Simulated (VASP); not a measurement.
# ZrN (Fm-3m) in VASP: further runs, part 2 of 2

VASP 6.6.1. The steps go on from the part before.

## 3. Electric field gradients, LDA

Contents of INCAR:

```
  PREC = Accurate
  ENCUT = 520
  EDIFF = 1E-8
  ISMEAR = -1
  SIGMA = 0.03
  LREAL = F
  LASPH = T
  NELM = 120
  ALGO = Normal
  ISIF = 2
  LWAVE = F
  LCHARG = F
  GGA = CA
  LEFG = T
  NBANDS = 16
  GGA_COMPAT = F
```

Contents of KPOINTS:

```
regular mesh
0
Gamma
  9 9 9
```

Contents of POSCAR:

```
ZrN
1.0
    0.0000000000      2.2842300000      2.2842300000
    2.2842300000      0.0000000000      2.2842300000
    2.2842300000      2.2842300000      0.0000000000
Zr N
1 1
Direct
    0.0000000000      0.0000000000      0.0000000000
    0.5000000000      0.5000000000      0.5000000000
```

Potentials or basis: VASP PAW LDA potentials, release 64 (Zr_sv, N).

Run with:

```sh
cat potpaw_LDA.64/Zr_sv/POTCAR potpaw_LDA.64/N/POTCAR > POTCAR
mpirun -np 1 vasp_std > vasp.out
```

OUTCAR:

```text
PREC = Accurate
   ENCUT = 520
   EDIFF = 1E-8
   ISMEAR = -1
   LREAL = F
   LASPH = T
   NELM = 120
   ISIF = 2
   GGA = CA

 ion  position               nearest neighbor table
   1  0.000  0.000  0.000-   2 2.28   2 2.28   2 2.28   2 2.28   2 2.28   2 2.28
   2  0.500  0.500  0.500-   1 2.28   1 2.28   1 2.28   1 2.28   1 2.28   1 2.28

  LATTYP: Found a face centered cubic cell.
 ALAT       =     4.5684600000

  Lattice vectors:

 A1 = (   0.0000000000,   2.2842300000,   2.2842300000)
 A2 = (   2.2842300000,   0.0000000000,   2.2842300000)
[... 667 lines left out ...]
  ---------------------------------------------------
  free  energy   TOTEN  =       -22.4110504742 eV

  energy  without entropy=      -22.4070106086  energy(sigma->0) =      -22.40903054

 Electric field gradients (V/A^2)
---------------------------------------------------------------------
 ion       V_xx      V_yy      V_zz      V_xy      V_xz      V_yz
---------------------------------------------------------------------
   1       0.000    -0.000    -0.000    -0.000    -0.000    -0.000
   2      -0.000    -0.000    -0.000    -0.000    -0.000    -0.000
---------------------------------------------------------------------

 Electric field gradients after diagonalization (V/A^2)
 (convention: |V_zz| > |V_xx| > |V_yy|)
----------------------------------------------------------------------
 ion       V_xx      V_yy      V_zz     asymmetry (V_yy - V_xx)/ V_zz
----------------------------------------------------------------------
   1       0.000     0.000    -0.000       0.000
   2       0.000     0.000    -0.001       0.000
----------------------------------------------------------------------

           NMR quadrupolar parameters

 Cq : quadrupolar parameter    Cq=e*Q*V_zz/h
 eta: asymmetry parameters     (V_yy - V_xx)/ V_zz
 Q  : nuclear electric quadrupole moment in mb (millibarn)
----------------------------------------------------------------------
 ion       Cq(MHz)       eta       Q (mb)
----------------------------------------------------------------------
   1      -0.000       0.000       1.000
   2      -0.000       0.000       1.000
----------------------------------------------------------------------
```

OSZICAR:

```text
N       E                     dE             d eps       ncg     rms          rms(c)
DAV:   1     0.110809264488E+03    0.11081E+03   -0.90973E+03  1120   0.105E+03
DAV:   2    -0.213010688617E+02   -0.13211E+03   -0.12467E+03  1432   0.298E+02
DAV:   3    -0.257745508223E+02   -0.44735E+01   -0.44500E+01  1592   0.495E+01
DAV:   4    -0.258486601037E+02   -0.74109E-01   -0.74049E-01  1448   0.563E+00
DAV:   5    -0.258501143446E+02   -0.14542E-02   -0.14542E-02  1488   0.589E-01    0.224E+01
DAV:   6    -0.226354419972E+02    0.32147E+01   -0.73180E+00  1200   0.251E+01    0.862E+00
DAV:   7    -0.224544517640E+02    0.18099E+00   -0.51867E-01  1312   0.609E+00    0.716E+00
DAV:   8    -0.224281628482E+02    0.26289E-01   -0.25964E-01  1440   0.427E+00    0.383E+00
DAV:   9    -0.224122324980E+02    0.15930E-01   -0.59132E-02  1280   0.218E+00    0.139E+00
DAV:  10    -0.224110597283E+02    0.11728E-02   -0.24365E-03  1376   0.470E-01    0.970E-02
DAV:  11    -0.224110593735E+02    0.35474E-06   -0.19211E-04  1464   0.103E-01    0.741E-02
DAV:  12    -0.224110505969E+02    0.87766E-05   -0.21508E-05  1288   0.378E-02    0.353E-03
DAV:  13    -0.224110505109E+02    0.86039E-07   -0.21263E-07  1400   0.494E-03    0.135E-03
DAV:  14    -0.224110504772E+02    0.33750E-07   -0.24456E-08  1448   0.167E-03    0.366E-04
DAV:  15    -0.224110504742E+02    0.29436E-08   -0.22844E-09   744   0.503E-04
   1 F= -.22411050E+02 E0= -.22409031E+02  d E =-.403987E-02
```

stdout:

```text
POSCAR found type information on POSCAR ZrN
 POSCAR found :  2 types and       2 ions
 scaLAPACK will be used
 LDA part: xc-table for (Slater(with rela. corr.)+CA(PZ))
 , standard interpolation
 POSCAR, INCAR and KPOINTS ok, starting setup
 FFT: planning ... GRIDC
 FFT: planning ... GRID_SOFT
 FFT: planning ... GRID
 WAVECAR not read
 entering main loop
ion   1

ion   2
```

Wall time 24 s (1 thread of Intel Xeon 8259CL, shared host); peak memory 0.13 GiB.

What came out:

```
Free energy                             : -22.4111 eV
Pressure                                : -7.0 GPa
Band gap on the k mesh                  : zero (an odd number of electrons rules out a gap without spin polarisation)
Largest electric field gradient by atom : under 0.05 V/Å² on every atom
```

Caveat: the cell stands under tension; an odd number of electrons without spin polarisation forces a metal; a magnetic or distorted state may lie lower.

## 4. Single point, LDA

POSCAR is that of step 3.

Contents of INCAR.step1:

```
ALGO = Normal
EDIFF = 1E-6
ENCUT = 520
GGA_COMPAT = F
ISIF = 2
ISMEAR = -1
LASPH = T
LCHARG = T
LMAXMIX = 4
LORBIT = 11
LREAL = F
LWAVE = F
NBANDS = 16
NEDOS = 2001
NELM = 120
PREC = Accurate
SIGMA = 0.03
```

Contents of KPOINTS.step1:

```
k-points
0
Gamma
  9 9 9
```

Contents of INCAR.step2:

```
ALGO = Normal
EDIFF = 1E-6
ENCUT = 520
GGA_COMPAT = F
ICHARG = 11
ISIF = 2
ISMEAR = -5
LASPH = T
LCHARG = F
LMAXMIX = 4
LORBIT = 11
LREAL = F
LWAVE = F
NEDOS = 2001
NELM = 120
PREC = Accurate
SIGMA = 0.03
```

Contents of KPOINTS.step2:

```
k-points
0
Gamma
  14 14 14
```

Run with:

```sh
cat potpaw_LDA.64/Zr_sv/POTCAR potpaw_LDA.64/N/POTCAR > POTCAR
cp INCAR.step1 INCAR
cp KPOINTS.step1 KPOINTS
mpirun -np 1 vasp_std > vasp.out
cp INCAR.step2 INCAR
cp KPOINTS.step2 KPOINTS
mpirun -np 1 vasp_std > vasp.out
```

It took 47 s on 1 thread of Intel Xeon 8259CL, shared host; peak memory 0.15 GiB.

It converged, with:

```yaml
Valence_electrons_inside_the_program's_atomic_spheres: Zr 9.90; N 3.68
```

Levels at points of the mesh, in eV from the Fermi level:
```tsv
k point	band 7	band 8	band 9	band 10	band 11	band 12
(0.00, 0.00, 0.00)	-2.67	-2.67	-0.46	-0.46	-0.46	1.55
(0.50, 0.00, 0.00)	-5.77	-5.77	3.04	3.11	3.11	4.81
(0.50, 0.50, 0.00)	-3.58	-3.16	-3.16	3.39	4.60	4.60
```

Caveat: an odd number of electrons without spin polarisation forces a metal; a magnetic or distorted state may lie lower.
